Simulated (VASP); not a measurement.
# ZnS (R3m) in VASP: notebook

The runs below take ZnS through single point, with PBEsol.

Program: VASP 6.6.1. These are calculated values, not measurements. Logs are shortened: lines on timing, memory, paths and dates and some standing lists are left out, and cuts for length are marked.

### 1 The cell of the first run

It takes space group R3m (No. 160, trigonal). Conventional cell: a = 4.772 Å, b = 4.772 Å, c = 5.845 Å, α = 90.00°, β = 90.00°, γ = 120.00°. Zn (site symmetry 3m) has 1 S at 1.46 Å within 1.9 Å. S (site symmetry 3m) has 1 Zn at 1.46 Å within 1.9 Å.

### 2 Single point, PBEsol

The input, INCAR:

```
PREC = Accurate
ENCUT = 520
EDIFF = 1E-6
ISMEAR = 0
SIGMA = 0.05
LREAL = F
LASPH = T
NELM = 100
ALGO = Normal
ISIF = 2
LWAVE = F
LCHARG = F
GGA = PS
NBANDS = 16
```

The input, KPOINTS:

```
Automatic mesh
0
Gamma
  10 10 10
```

The input, POSCAR:

```
ZnS
1.0
   -1.1247983285      2.2495966570      2.2495966570
    2.2495966570     -1.1247983285      2.2495966570
    2.2495966570      2.2495966570     -1.1247983285
Zn S
1 1
Direct
    0.0000000000      0.0000000000      0.0000000000
    0.7500000000      0.7500000000      0.7500000000
```

Potentials or basis: VASP PAW PBE potentials, release 64 (Zn, S).

Started as:

```sh
$ cat potpaw_PBE.64/Zn/POTCAR potpaw_PBE.64/S/POTCAR > POTCAR
$ mpirun -np 1 vasp_std > vasp.out
```

OUTCAR:

```text
PREC = Accurate
   ENCUT = 520
   EDIFF = 1E-6
   ISMEAR = 0
   LREAL = F
   LASPH = T
   NELM = 100
   ISIF = 2
   GGA = PS

 ion  position               nearest neighbor table
   1  0.000  0.000  0.000-   2 1.46   2 2.80   2 2.80   2 2.80
   2  0.750  0.750  0.750-   1 1.46   1 2.80   1 2.80   1 2.80

  LATTYP: Found a simple cubic cell.
 ALAT       =     3.3743949855

  Lattice vectors:

 A1 = (  -1.1247983285,   2.2495966570,   2.2495966570)
 A2 = (   2.2495966570,  -1.1247983285,   2.2495966570)
 A3 = (   2.2495966570,   2.2495966570,  -1.1247983285)

Analysis of symmetry for initial positions (statically):
=====================================================================
 Subroutine PRICEL returns:
 Original cell was already a primitive cell.

 Routine SETGRP: Setting up the symmetry group for a
 simple cubic supercell.

 Subroutine GETGRP returns: Found  6 space group operations
 (whereof  6 operations were pure point group operations)
 out of a pool of 48 trial point group operations.

The static configuration has the point symmetry C_3v.

Analysis of symmetry for dynamics (positions and initial velocities):
=====================================================================
 Subroutine PRICEL returns:
 Original cell was already a primitive cell.

 Routine SETGRP: Setting up the symmetry group for a
 simple cubic supercell.

 Subroutine GETGRP returns: Found  6 space group operations
 (whereof  6 operations were pure point group operations)
 out of a pool of 48 trial point group operations.

The dynamic configuration has the point symmetry C_3v.

 Subroutine INISYM returns: Found  6 space group operations
 (whereof  6 operations are pure point group operations),
 and found     1 'primitive' translations

----------------------------------------------------------------------------------------

                                     Primitive cell

  volume of cell :      38.4227

  direct lattice vectors                    reciprocal lattice vectors
    -1.124798329  2.249596657  2.249596657    -0.098783140  0.197566281  0.197566281
     2.249596657 -1.124798329  2.249596657     0.197566281 -0.098783140  0.197566281
     2.249596657  2.249596657 -1.124798329     0.197566281  0.197566281 -0.098783140

  length of vectors
     3.374394986  3.374394986  3.374394986     0.296349421  0.296349421  0.296349421

  position of ions in fractional coordinates (direct lattice)
     0.000000000  0.000000000  0.000000000
     0.750000000  0.750000000  0.750000000

  ion indices of the primitive-cell ions
   primitive index   ion index
                 1           1
                 2           2

----------------------------------------------------------------------------------------

 KPOINTS: Automatic mesh

Automatic generation of k-mesh.
 Grid dimensions read from file:
 generate k-points for:   10   10   10

 Generating k-lattice:

  Cartesian coordinates                     Fractional coordinates (reciprocal lattice)
    -0.009878314  0.019756628  0.019756628     0.100000000  0.000000000  0.000000000
     0.019756628 -0.009878314  0.019756628     0.000000000  0.100000000  0.000000000
     0.019756628  0.019756628 -0.009878314     0.000000000  0.000000000  0.100000000

  Length of vectors
     0.029634942  0.029634942  0.029634942

  Shift w.r.t. Gamma in fractional coordinates (k-lattice)
     0.000000000  0.000000000  0.000000000

 Subroutine IBZKPT returns following result:
 ===========================================

 Found    116 irreducible k-points:

 Following reciprocal coordinates:
            Coordinates               Weight
  0.000000  0.000000  0.000000      1.000000
  0.100000  0.000000  0.000000      6.000000
  0.200000  0.000000  0.000000      6.000000
  0.300000  0.000000  0.000000      6.000000
  0.400000  0.000000  0.000000      6.000000
  0.500000  0.000000  0.000000      3.000000
[... 16 lines left out ...]
  0.300000  0.300000  0.000000      6.000000
 -0.300000  0.300000  0.000000      6.000000
 [... further k-points ...]
   k-points           NKPTS =    116   k-points in BZ     NKDIM =    116   number of bands    NBANDS=     16
   number of dos      NEDOS =    301   number of ions     NIONS =      2
   total plane-waves  NPLWV =  21952
   dimension x,y,z NGX =    28 NGY =   28 NGZ =   28
   dimension x,y,z NGXF=    56 NGYF=   56 NGZF=   56
   ions per type =               1   1
   NGX,Y,Z   is equivalent  to a cutoff of  13.79, 13.79, 13.79 a.u.
   NGXF,Y,Z  is equivalent  to a cutoff of  27.59, 27.59, 27.59 a.u.
 SYSTEM =  unknown system
   PREC   = accura    normal or accurate (medium, high low for compatibility)
   ISTART =      0    job   : 0-new  1-cont  2-samecut
   ICHARG =      2    charge: 1-file 2-atom 10-const
   ISPIN  =      1    spin polarized calculation?
   LNONCOLLINEAR =      F non collinear calculations
   LSORBIT =      F    spin-orbit coupling
   LASPH  =      T    aspherical Exc in radial PAW
   ENCUT  =  520.0 eV  38.22 Ry    6.18 a.u.   6.27  6.27  6.27*2*pi/ulx,y,z
   NELM   =    100;   NELMIN=  2; NELMDL= -5     # of ELM steps
   EDIFF  = 0.1E-05   stopping-criterion for ELM
   LREAL  =      F    real-space projection
   EDIFFG = 0.1E-04   stopping-criterion for IOM
   NSW    =      0    number of steps for IOM
   IBRION =     -1    ionic relax: 0-MD 1-quasi-New 2-CG
   NFREE  =      0    steps in history (QN), initial steepest desc. (CG)
   ISIF   =      2    stress and relaxation
   ISYM   =      2    0-nonsym 1-usesym 2-fastsym
   POTIM  = 0.5000    time-step for ionic-motion
   TEBEG  =    0.0;   TEEND  =   0.0 temperature during run
   PSTRESS=    0.0 pullay stress
   NELECT =      18.0000    total number of electrons
   NUPDOWN=      -1.0000    fix difference up-down
   EMIN   =  10.00;   EMAX   =-10.00  energy-range for DOS
   EFERMI =   0.00;   METHOD = LEGACY
   ISMEAR =     0;   SIGMA  =   0.05  broadening in eV -4-tet -1-fermi 0-gaus
   EFERMI_NEDOS =   21; number of points for ismear=-14 and -15
   IALGO  =     38    algorithm
   IMIX   =      4    mixing-type and parameters
     AMIX     =   0.40;   BMIX     =  1.00
     AMIX_MAG =   1.60;   BMIX_MAG =  1.00
  volume/ion in A,a.u.               =      19.21       129.64
  Fermi-wavevector in a.u.,A,eV,Ry     =   1.271461  2.402713 21.995360  1.616613
  Thomas-Fermi vector in A             =   2.404393
   LORBIT       =      0    0 simple, 1 ext, 2 COOP (PROOUT), +10 PAW based schemes
   GGA     = PS    functional components
   LHFCALC =     F    Hartree Fock is set to
   AEXX    =    0.0000 exact exchange contribution
   IVDW    =     0    specifies the selected vdW correction
   LEPSILON=     F    determine dielectric tensor
   LRPA    =     F    only Hartree local field effects (RPA)
 non-spin polarized calculation
 Gauss-broadening in eV      SIGMA  =   0.05
  energy-cutoff  :      520.00
  volume of cell :       38.42
 maximum number of plane-waves:      1064
 NGX is ok and might be reduce to    28

 number of electron      17.9999989 magnetization

 Free energy of the ion-electron system (eV)
  ---------------------------------------------------
  ext. energy  EPLUGINS =         0.00000000
  ---------------------------------------------------
  free energy    TOTEN  =         4.19316145 eV

  energy without entropy =        4.19316145  energy(sigma->0) =        4.19316145

 E-fermi :   3.2788     XC(G=0):  -9.8450

 val. band max:        2.9834953150   @ k =   0.5000   0.0000   0.0000
 cond. band min:       3.5052132680   @ k =   0.0000   0.0000   0.0000
 fundamental gap:      0.5217179530
 Fermi energy:         3.2787553026

 k-point     1 :       0.0000    0.0000    0.0000
  band No.  band energies     occupation
      1     -12.5793      2.00000
      2      -7.4496      2.00000
      3      -7.4496      2.00000
      4      -7.2819      2.00000
      5      -5.5528      2.00000
      6      -5.5528      2.00000
[... 8 lines left out ...]
     15      16.7150      0.00000
     16      17.3612      0.00000

 k-point     2 :       0.1000    0.0000    0.0000
  band No.  band energies     occupation
      1     -12.5424      2.00000
      2      -7.4476      2.00000
      3      -7.4472      2.00000
      4      -7.2409      2.00000
      5      -5.5580      2.00000
      6      -5.5478      2.00000
[... 8 lines left out ...]
     15      16.0544      0.00000
     16      17.7701      0.00000

 k-point     3 :       0.2000    0.0000    0.0000
  band No.  band energies     occupation
      1     -12.4441      2.00000
      2      -7.4426      2.00000
      3      -7.4337      2.00000
      4      -7.1282      2.00000
      5      -5.5715      2.00000
      6      -5.5307      2.00000
[... 8 lines left out ...]
     15      15.2329      0.00000
     16      17.2495      0.00000

 k-point     4 :       0.3000    0.0000    0.0000
  band No.  band energies     occupation
      1     -12.3191      2.00000
      2      -7.4366      2.00000
      3      -7.4096      2.00000
      4      -6.9642      2.00000
      5      -5.5877      2.00000
      6      -5.4967      2.00000
[... 8 lines left out ...]
     15      15.6436      0.00000
     16      15.7088      0.00000
[... 324 lines left out ...]
 k-point    22 :       0.5000    0.2000    0.0000
  band No.  band energies     occupation
      1     -12.0846      2.00000
      2      -7.4305      2.00000
      3      -7.3260      2.00000
      4      -6.5638      2.00000
      5      -5.5894      2.00000
      6      -5.4146      2.00000
[... 8 lines left out ...]
     15      15.9337      0.00000
     16      17.1578      0.00000

 k-point    23 :       0.3000    0.3000    0.0000
  band No.  band energies     occupation
      1     -12.1054      2.00000
      2      -7.4388      2.00000
      3      -7.3110      2.00000
      4      -6.6591      2.00000
      5      -5.5677      2.00000
      6      -5.5203      2.00000
[... 8 lines left out ...]
     15      14.2959      0.00000
     16      16.2818      0.00000

 k-point    24 :      -0.3000    0.3000    0.0000
  band No.  band energies     occupation
      1     -12.1235      2.00000
      2      -7.4334      2.00000
      3      -7.3301      2.00000
      4      -6.6199      2.00000
      5      -5.5647      2.00000
      6      -5.4452      2.00000
[... 8 lines left out ...]
     15      15.1365      0.00000
     16      16.1500      0.00000

 [... further k-points ...]

------------------------ aborting loop because EDIFF is reached ----------------------------------------

  FORCE on cell =-STRESS in cart. coord.  units (eV):
  Direction    XX          YY          ZZ          XY          YZ          ZX
  --------------------------------------------------------------------------------------
  -------------------------------------------------------------------------------------
  Total       24.1335705     24.1335705     24.1335705     23.9118591     23.9118591     23.9118591
  in kB     1006.3392491   1006.3392491   1006.3392491    997.0941635    997.0941635    997.0941635
  external PRESSURE =    1006.3392491 kB  Pullay stress =       0.0000000 kB

 VOLUME and BASIS-vectors are now :
 -----------------------------------------------------------------------------
  energy-cutoff  :      520.00
  volume of cell :       38.42
      direct lattice vectors                 reciprocal lattice vectors
    -1.124798329  2.249596657  2.249596657    -0.098783140  0.197566281  0.197566281
     2.249596657 -1.124798329  2.249596657     0.197566281 -0.098783140  0.197566281
     2.249596657  2.249596657 -1.124798329     0.197566281  0.197566281 -0.098783140

 POSITION                                       TOTAL-FORCE (eV/Angst)
 -----------------------------------------------------------------------------------
      0.00000      0.00000      0.00000        27.476227     27.476227     27.476227
      2.53080      2.53080      2.53080       -27.476227    -27.476227    -27.476227
 -----------------------------------------------------------------------------------
    total drift:                                0.000365      0.000365      0.000365

  FREE ENERGIE OF THE ION-ELECTRON SYSTEM (eV)
  ---------------------------------------------------
  free  energy   TOTEN  =         4.1931614497 eV

  energy  without entropy=        4.1931614497  energy(sigma->0) =        4.19316145
```

Wall time 24 s (1 thread of Intel Xeon 6975P-C (Granite Rapids), shared host); peak memory 0.2 GiB.

What came out:

```yaml
Free_energy: 4.1932 eV
Pressure: 100.6 GPa
Largest_force: 47.590 eV/Å
Band_gap_on_the_k_mesh: 0.52 eV, indirect (least direct gap 0.87 eV)
```

Forces in eV/Å, atoms in the order of the input:
```
Zn   27.476  27.476  27.476
S   -27.476 -27.476 -27.476
```

Caveat: the PAW data sets were made with another functional, which shifts forces and pressure a little.

### 3 Single point, PBEsol

This run uses another cell than the first one, of the same volume but with other edges.

The input, INCAR:

```
SYSTEM = ZnS
PREC     = Accurate       ! precision mode
ENCUT    = 520            ! plane-wave cutoff, eV
EDIFF    = 1E-6           ! SCF threshold, eV
ISMEAR   = 0              ! smearing method
SIGMA    = 0.05           ! smearing width, eV
LREAL    = .FALSE.        ! projectors in reciprocal space
LASPH    = .TRUE.         ! aspherical terms in the spheres
NELM     = 100            ! most SCF steps
ALGO     = Normal         ! electronic algorithm
ISIF     = 2              ! what is computed and relaxed
LWAVE    = .FALSE.        ! write WAVECAR
LCHARG   = .FALSE.        ! write CHGCAR
GGA      = PS             ! functional
NBANDS   = 16             ! bands
```

The input, KPOINTS:

```
Automatic mesh
0
G
  10 10 10
  0 0 0
```

The input, POSCAR:

```
ZnS
1.0
    1.4171570910      3.5428927274      3.5428927274
    3.5428927274      1.4171570910      3.5428927274
    3.5428927274      3.5428927274      1.4171570910
Zn S
1 1
Direct
    0.0000000000      0.0000000000      0.0000000000
    0.7500000000      0.7500000000      0.7500000000
```

Potentials or basis: VASP PAW PBE potentials, release 64 (Zn, S).

Started as:

```sh
$ cat potpaw_PBE.64/Zn/POTCAR potpaw_PBE.64/S/POTCAR > POTCAR
$ mpirun -np 1 vasp_std > vasp.out
```

OUTCAR:

```text
SYSTEM = ZnS
   PREC = Accurate
   ENCUT = 520
   EDIFF = 1E-6
   ISMEAR = 0
   LREAL = .FALSE.
   LASPH = .TRUE.
   NELM = 100
   ISIF = 2
   GGA = PS

 ion  position               nearest neighbor table
   1  0.000  0.000  0.000-   2 2.13   2 2.13   2 2.13
   2  0.750  0.750  0.750-   1 2.13   1 2.13   1 2.13

  LATTYP: Found a trigonal (rhomboedric) cell.
 ALAT       =     5.2069676373
 COS(alpha) =     0.8333333333

  Lattice vectors:

 A1 = (   1.4171570910,   3.5428927274,   3.5428927274)
 A2 = (   3.5428927274,   1.4171570910,   3.5428927274)
 A3 = (   3.5428927274,   3.5428927274,   1.4171570910)
[... 625 lines left out ...]
      5      -4.2861      2.00000
      6      -4.0460      2.00000
[... 8 lines left out ...]
     15      16.1080      0.00000
     16      16.4034      0.00000

 [... further k-points ...]
[... 5 lines left out ...]
  --------------------------------------------------------------------------------------
  -------------------------------------------------------------------------------------
  Total        5.8917095      5.8917095      5.8917095     -2.0873740     -2.0873740     -2.0873740
  in kB      245.6768038    245.6768038    245.6768038    -87.0408442    -87.0408442    -87.0408442
  external PRESSURE =     245.6768038 kB  Pullay stress =       0.0000000 kB

 VOLUME and BASIS-vectors are now :
 -----------------------------------------------------------------------------
  energy-cutoff  :      520.00
  volume of cell :       38.42
      direct lattice vectors                 reciprocal lattice vectors
     1.417157091  3.542892727  3.542892727    -0.274414807  0.196010576  0.196010576
     3.542892727  1.417157091  3.542892727     0.196010576 -0.274414807  0.196010576
     3.542892727  3.542892727  1.417157091     0.196010576  0.196010576 -0.274414807

 POSITION                                       TOTAL-FORCE (eV/Angst)
 -----------------------------------------------------------------------------------
      0.00000      0.00000      0.00000        -1.384399     -1.384399     -1.384399
      6.37721      6.37721      6.37721         1.384399      1.384399      1.384399
 -----------------------------------------------------------------------------------
    total drift:                                0.000328      0.000328      0.000328

  FREE ENERGIE OF THE ION-ELECTRON SYSTEM (eV)
  ---------------------------------------------------
  free  energy   TOTEN  =        -4.7144016185 eV

  energy  without entropy=       -4.7121892753  energy(sigma->0) =       -4.71329545
```

OSZICAR:

```text
N       E                     dE             d eps       ncg     rms          rms(c)
DAV:   1     0.936176977009E+02    0.93618E+02   -0.90831E+03  3736   0.136E+03
DAV:   2     0.642777231722E+00   -0.92975E+02   -0.85988E+02  4256   0.266E+02
DAV:   3    -0.555000572148E+01   -0.61928E+01   -0.61395E+01  4720   0.671E+01
DAV:   4    -0.561807897158E+01   -0.68073E-01   -0.68056E-01  4544   0.728E+00
DAV:   5    -0.561891343397E+01   -0.83446E-03   -0.83445E-03  4776   0.760E-01    0.135E+01
DAV:   6    -0.473804024177E+01    0.88087E+00   -0.15988E+00  5080   0.457E+01    0.901E+00
DAV:   7    -0.472267653135E+01    0.15364E-01   -0.53501E-01  4624   0.916E+00    0.368E+00
DAV:   8    -0.471529944746E+01    0.73771E-02   -0.53003E-02  4688   0.378E+00    0.959E-01
DAV:   9    -0.471444279142E+01    0.85666E-03   -0.36514E-03  4664   0.790E-01    0.150E-01
DAV:  10    -0.471439166365E+01    0.51128E-04   -0.53338E-04  4680   0.171E-01    0.603E-02
DAV:  11    -0.471440112730E+01   -0.94636E-05   -0.89939E-05  4408   0.101E-01    0.116E-02
DAV:  12    -0.471440161854E+01   -0.49124E-06   -0.45589E-06  4704   0.412E-02
   1 F= -.47144016E+01 E0= -.47132954E+01  d E =-.221234E-02
```

It took 61 s on 1 thread of Intel Xeon 6975P-C (Granite Rapids), shared host; peak memory 0.27 GiB.

Results:

* Free energy: -4.7144 eV
* Pressure: 24.6 GPa
* Largest force: 2.398 eV/Å
* Band gap on the k mesh: zero (band 9 reaches 4.48 eV, above the bottom of band 10 at 2.99 eV)

Forces in eV/Å, atoms in the order of the input:
```
Zn  -1.384 -1.384 -1.384
S    1.384  1.384  1.384
```

Stress tensor (GPa, compression positive):
```
24.57 -8.70 -8.70
-8.70 24.57 -8.70
-8.70 -8.70 24.57
```

Caveat: the PAW data sets were made with another functional, which shifts forces and pressure a little.
